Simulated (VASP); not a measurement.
# TaSi (CsCl type) (Pm-3m) in VASP: further runs, part 3 of 3

VASP 6.6.1.

## (5) Single point, PBEsol

This run uses another cell than the first one, of 15.25 Å³/atom, 1.053 times its volume.

INCAR

```
ALGO = Normal
EDIFF = 1E-7
ENCUT = 520
GGA = PS
ISIF = 2
ISMEAR = -1
LASPH = True
LCHARG = False
LREAL = False
LWAVE = False
NBANDS = 14
NELM = 100
PREC = Accurate
SIGMA = 0.05
```

KPOINTS

```
k-points
0
Gamma
  14 14 14
```

POSCAR

```
TaSi
1.0
    3.1244594619      0.0000000000      0.0000000000
    0.0000000000      3.1244594619      0.0000000000
    0.0000000000      0.0000000000      3.1244594619
Ta Si
1 1
Direct
    0.0000000000      0.0000000000      0.0000000000
    0.5000000000      0.5000000000      0.5000000000
```

Potentials or basis: VASP PAW PBE potentials, release 64 (Ta_pv, Si).

The run is started by

```bash
> cat potpaw_PBE.64/Ta_pv/POTCAR potpaw_PBE.64/Si/POTCAR > POTCAR
> mpirun -np 1 vasp_std > vasp.out
```

OUTCAR:

```text
EDIFF = 1E-7
   ENCUT = 520
   GGA = PS
   ISIF = 2
   ISMEAR = -1
   LASPH = True
   LREAL = False
   NELM = 100
   PREC = Accurate

 ion  position               nearest neighbor table
   1  0.000  0.000  0.000-   2 2.71   2 2.71   2 2.71   2 2.71   2 2.71   2 2.71   2 2.71   2 2.71

   2  0.500  0.500  0.500-   1 2.71   1 2.71   1 2.71   1 2.71   1 2.71   1 2.71   1 2.71   1 2.71

  LATTYP: Found a simple cubic cell.
 ALAT       =     3.1244594619

  Lattice vectors:

 A1 = (   3.1244594619,   0.0000000000,   0.0000000000)
 A2 = (   0.0000000000,   3.1244594619,   0.0000000000)
 A3 = (   0.0000000000,   0.0000000000,   3.1244594619)

Analysis of symmetry for initial positions (statically):
=====================================================================
 Subroutine PRICEL returns:
 Original cell was already a primitive cell.

 Routine SETGRP: Setting up the symmetry group for a
 simple cubic supercell.

 Subroutine GETGRP returns: Found 48 space group operations
 (whereof 48 operations were pure point group operations)
 out of a pool of 48 trial point group operations.

The static configuration has the point symmetry O_h .

[... 165 lines left out ...]
 Fermi energy:         8.1558132310

 k-point     1 :       0.0000    0.0000    0.0000
  band No.  band energies     occupation
      1     -25.7612      2.00000
      2     -25.7612      2.00000
      3     -25.7612      2.00000
      4      -3.8711      2.00000
      5       5.2871      2.00000
      6       5.2871      2.00000
      7      10.5555      0.00000
      8      10.5555      0.00000
      9      10.5555      0.00000
     10      11.0346      0.00000
     11      11.0346      0.00000
     12      11.0346      0.00000
     13      16.5633      0.00000
     14      18.8855      0.00000
[... 377 lines left out ...]
      1     -26.0637      2.00000
      2     -25.8813      2.00000
      3     -25.7177      2.00000
      4      -1.0888      2.00000
      5       2.9597      2.00000
      6       5.5766      2.00000
      7       7.2761      2.00000
      8       7.8369      1.99661
      9       9.9425      0.00000
     10      12.1162      0.00000
     11      13.1377      0.00000
     12      15.8899      0.00000
     13      15.9958      0.00000
     14      17.7978      0.00000

 [... further k-points ...]
[... 5 lines left out ...]
  --------------------------------------------------------------------------------------
  -------------------------------------------------------------------------------------
  Total        0.0600012      0.0600012      0.0600012      0.0000000      0.0000000     -0.0000000
  in kB        3.1517091      3.1517091      3.1517091      0.0000000      0.0000000     -0.0000000
  external PRESSURE =       3.1517091 kB  Pullay stress =       0.0000000 kB

 VOLUME and BASIS-vectors are now :
 -----------------------------------------------------------------------------
  energy-cutoff  :      520.00
  volume of cell :       30.50
      direct lattice vectors                 reciprocal lattice vectors
     3.124459462  0.000000000  0.000000000     0.320055361  0.000000000  0.000000000
     0.000000000  3.124459462  0.000000000     0.000000000  0.320055361  0.000000000
     0.000000000  0.000000000  3.124459462     0.000000000  0.000000000  0.320055361

 POSITION                                       TOTAL-FORCE (eV/Angst)
 -----------------------------------------------------------------------------------
      0.00000      0.00000      0.00000         0.000000      0.000000      0.000000
      1.56223      1.56223      1.56223         0.000000      0.000000      0.000000
 -----------------------------------------------------------------------------------
    total drift:                               -0.000000      0.000000      0.000000

  FREE ENERGIE OF THE ION-ELECTRON SYSTEM (eV)
  ---------------------------------------------------
  free  energy   TOTEN  =       -18.6093710096 eV

  energy  without entropy=      -18.5969689918  energy(sigma->0) =      -18.60317000
```

OSZICAR:

```text
N       E                     dE             d eps       ncg     rms          rms(c)
DAV:   1     0.757490311553E+02    0.75749E+02   -0.75702E+03  3360   0.989E+02
DAV:   2    -0.174907191848E+02   -0.93240E+02   -0.89393E+02  4254   0.261E+02
DAV:   3    -0.194280279007E+02   -0.19373E+01   -0.19083E+01  4098   0.334E+01
DAV:   4    -0.194409488054E+02   -0.12921E-01   -0.12916E-01  3894   0.304E+00
DAV:   5    -0.194410815705E+02   -0.13277E-03   -0.13276E-03  4176   0.301E-01    0.163E+01
DAV:   6    -0.186828614223E+02    0.75822E+00   -0.11932E+00  3720   0.993E+00    0.714E+00
DAV:   7    -0.186223446335E+02    0.60517E-01   -0.11397E-01  4134   0.284E+00    0.264E+00
DAV:   8    -0.186094596052E+02    0.12885E-01   -0.12841E-02  3780   0.649E-01    0.203E-01
DAV:   9    -0.186093797219E+02    0.79883E-04   -0.35049E-04  4134   0.143E-01    0.114E-01
DAV:  10    -0.186093766353E+02    0.30865E-05   -0.58072E-05  4140   0.817E-02    0.124E-02
DAV:  11    -0.186093713131E+02    0.53222E-05   -0.48972E-06  3858   0.224E-02    0.110E-02
DAV:  12    -0.186093710074E+02    0.30573E-06   -0.95197E-08  2922   0.335E-03    0.341E-04
DAV:  13    -0.186093710096E+02   -0.21328E-08   -0.74727E-09  1944   0.874E-04
   1 F= -.18609371E+02 E0= -.18603170E+02  d E =-.124020E-01
```

It took 11 s on 1 thread of Intel Xeon 6975P-C (Granite Rapids), shared host; peak memory 0.18 GiB.

What came out:

| Item | Value |
| --- | --- |
| Free energy | -18.6094 eV |
| Pressure | 0.3 GPa |

Caveat: the PAW data sets were made with another functional, which shifts forces and pressure a little.
